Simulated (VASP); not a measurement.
Set up this calculation in VASP 6.6.1, as the native input.

```yaml
Task: relaxation of cell and atoms
Functional: PBEsol
Potentials_or_basis: VASP PAW PBE potentials, release 64 (Al, Sc_sv)
Cutoff: 600 eV
k_mesh: 12 × 12 × 12
Occupations: gaussian, width 0.1 eV
Spin: no spin polarisation
Dipole_correction: no
Further_INCAR_settings: ALGO = Normal; EDIFF = 1e-07; IBRION = 2; EDIFFG = -0.003; NSW = 80; ISIF = 3
```

The structure of ScAl3 lies in POSCAR:

```
ScAl3
1.0
    4.1000000000      0.0000000000      0.0000000000
    0.0000000000      4.1000000000      0.0000000000
    0.0000000000      0.0000000000      4.1000000000
Al Sc
3 1
Direct
    0.0000000000      0.5000000000      0.5000000000
    0.5000000000      0.0000000000      0.5000000000
    0.5000000000      0.5000000000      0.0000000000
    0.0000000000      0.0000000000      0.0000000000
```

One way to write it, as run:

INCAR

```
ALGO = Normal
EDIFF = 1E-7
EDIFFG = -0.003
ENCUT = 600
GGA = PS
IBRION = 2
ISIF = 3
ISMEAR = 0
LASPH = True
LCHARG = False
LREAL = False
LWAVE = False
NELM = 60
NSW = 80
PREC = Accurate
SIGMA = 0.1
```

KPOINTS

```
k-points
0
Gamma
  12 12 12
```

Potentials or basis: VASP PAW PBE potentials, release 64 (Al, Sc_sv).

Command:

```bash
$ cat potpaw_PBE.64/Al/POTCAR potpaw_PBE.64/Sc_sv/POTCAR > POTCAR
$ mpirun -np 1 vasp_std > vasp.out
```

Results of the run:

```
Relaxed volume                         : 16.90 Å³/atom
Relaxed cell                           : a = 4.074 Å, b = 4.074 Å, c = 4.074 Å, α = 90.00°, β = 90.00°, γ = 90.00°
Space group after relaxing (to 0.05 Å) : Pm-3m (No. 221)
Energy gained by relaxing              : 1.8 meV/atom
Ionic steps                            : 3
Pressure after relaxing                : 0.0 GPa
Band gap on the k mesh                 : zero (band 10 reaches 8.24 eV, above the bottom of band 11 at 4.34 eV)
```

Caveat: the PAW data sets were made with another functional, which shifts forces and pressure a little.

Wall time 5.1 min on 1 thread of Oxide Virtual Turin-like Processor, with other jobs on the host, peak memory 0.25 GiB.
